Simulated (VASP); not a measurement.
A run of VASP 6.6.1:

The input INCAR:

```
GGA      = PE             # functional
LSORBIT  = True           # spin-orbit coupling
MAGMOM   = 0 0 0 0 0 0    # initial moments
LORBIT   = 11             # projections on sites
ISMEAR   = 0              # smearing method
SIGMA    = 0.03           # smearing width, eV
LWAVE    = False          # write WAVECAR
LCHARG   = False          # write CHGCAR
NBANDS   = 42             # bands
PREC     = Accurate       # precision mode
LASPH    = True           # aspherical terms in the spheres
LREAL    = False          # projectors in reciprocal space
ALGO     = Normal         # electronic algorithm
EDIFF    = 1E-6           # SCF threshold, eV
NELM     = 200            # most SCF steps
GGA_COMPAT= False        
ENCUT    = 460            # plane-wave cutoff, eV
EFERMI   = MIDGAP
```

KPOINTS

```
Automatic mesh
0
Gamma
  7 7 7
  0 0 0
```

KPOINTS_OPT

```
path GXWKGLUWLK,UX
12
line-mode
reciprocal
 0.0000000000  0.0000000000  0.0000000000  G
 0.5000000000  0.0000000000  0.5000000000  X

 0.5000000000  0.0000000000  0.5000000000  X
 0.5000000000  0.2500000000  0.7500000000  W

 0.5000000000  0.2500000000  0.7500000000  W
 0.3750000000  0.3750000000  0.7500000000  K

 0.3750000000  0.3750000000  0.7500000000  K
 0.0000000000  0.0000000000  0.0000000000  G

 0.0000000000  0.0000000000  0.0000000000  G
 0.5000000000  0.5000000000  0.5000000000  L

 0.5000000000  0.5000000000  0.5000000000  L
 0.6250000000  0.2500000000  0.6250000000  U

 0.6250000000  0.2500000000  0.6250000000  U
 0.5000000000  0.2500000000  0.7500000000  W

 0.5000000000  0.2500000000  0.7500000000  W
 0.5000000000  0.5000000000  0.5000000000  L

 0.5000000000  0.5000000000  0.5000000000  L
 0.3750000000  0.3750000000  0.7500000000  K

 0.6250000000  0.2500000000  0.6250000000  U
 0.5000000000  0.0000000000  0.5000000000  X
```

The input POSCAR:

```
GaN
1.0
    0.0000000000      2.2535006075      2.2535006075
    2.2535006075      0.0000000000      2.2535006075
    2.2535006075      2.2535006075      0.0000000000
Ga N
1 1
Direct
    0.0000000000      0.0000000000      0.0000000000
    0.2500000000      0.2500000000      0.2500000000
```

Potentials or basis: VASP PAW PBE potentials, release 64 (Ga_d, N).

Launch:

```console
$ cat potpaw_PBE.64/Ga_d/POTCAR potpaw_PBE.64/N/POTCAR > POTCAR
$ mpirun -np 1 vasp_ncl > vasp.out
```

Hardware: 1 thread of Intel(R) Xeon(R) Platinum 8375C CPU @ 2.90GHz (Ice Lake), with other jobs on the host.

Q: How long does it take, and how much memory?

A: Run time: 3.6 min on 1 thread of Intel(R) Xeon(R) Platinum 8375C CPU @ 2.90GHz (Ice Lake), on a shared host, peak memory 0.23 GiB. Counts: k points 30.
